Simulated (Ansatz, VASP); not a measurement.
**Li2S: VASP beside Ansatz**

```
Li S
1.0
     0.00000    2.85400    2.85400
     2.85400    0.00000    2.85400
     2.85400    2.85400    0.00000
Li S
2 1
Direct
  0.25000 0.25000 0.25000
  0.75000 0.75000 0.75000
  0.00000 0.00000 0.00000
```

Alike in both runs: task single point; functional HSE06; dispersion D3(BJ); k mesh 4 × 4 × 4; occupations gaussian, width 0.05 eV; no spin polarisation.

|  | VASP | Ansatz |
| --- | --- | --- |
| version | VASP 6.6.1 | Ansatz 0.2.0 |
| potentials or method | VASP PAW PBE potentials, release 64 (Li_sv, S), cutoff 650 eV | scalar-relativistic, plane waves, PAW |
| valence electrons in the cell | 12 | 12 |

|  | VASP | Ansatz | Ansatz less VASP |
| --- | --- | --- | --- |
| gap on the k mesh at the Fermi level (eV) | 4.34 | 4.34 | +0.005 |
| least direct gap on the mesh (eV) | 5.30 | 5.30 | -0.003 |
| pressure (GPa) | -4.2 | -4.0 | +0.19 |

Ansatz's warnings: stress exchange threshold loose, stress scf threshold loose.

The k mesh is coarse, so the values compare programs but aren't converged.
